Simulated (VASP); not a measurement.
A run of VASP 6.6.1 is set up as follows.

Contents of INCAR:

```
PREC = Accurate
ENCUT = 520
EDIFF = 1E-6
ISMEAR = -1
SIGMA = 0.08
LREAL = F
LASPH = T
NELM = 80
ALGO = Normal
ISIF = 2
LWAVE = F
LCHARG = T
GGA = PE
LELF = T
LVHAR = T
NBANDS = 26
```

Contents of KPOINTS:

```
regular mesh
0
Gamma
  10 10 6
```

File POSCAR:

```
ZnSe
1.0
    3.8196724184      0.0000000000      0.0000000000
   -1.9098362092      3.3079333485      0.0000000000
    0.0000000000      0.0000000000      6.1800138935
Zn Se
2 2
Direct
    0.0000000000      0.0000000000      0.0000000000
    0.0000000000      0.0000000000      0.5000000000
    0.3333333333      0.6666666667      0.2500000000
    0.6666666667      0.3333333333      0.7500000000
```

Potentials or basis: VASP PAW PBE potentials, release 64 (Zn, Se).

Launch:

```console
$ cat potpaw_PBE.64/Zn/POTCAR potpaw_PBE.64/Se/POTCAR > POTCAR
$ mpirun -np 1 vasp_std > vasp.out
```

What does it give for the band gap on the k mesh?

Zero (band 18 reaches 3.04 eV, above the bottom of band 19 at 2.82 eV).

What does it give for the pressure?

0.2 GPa.
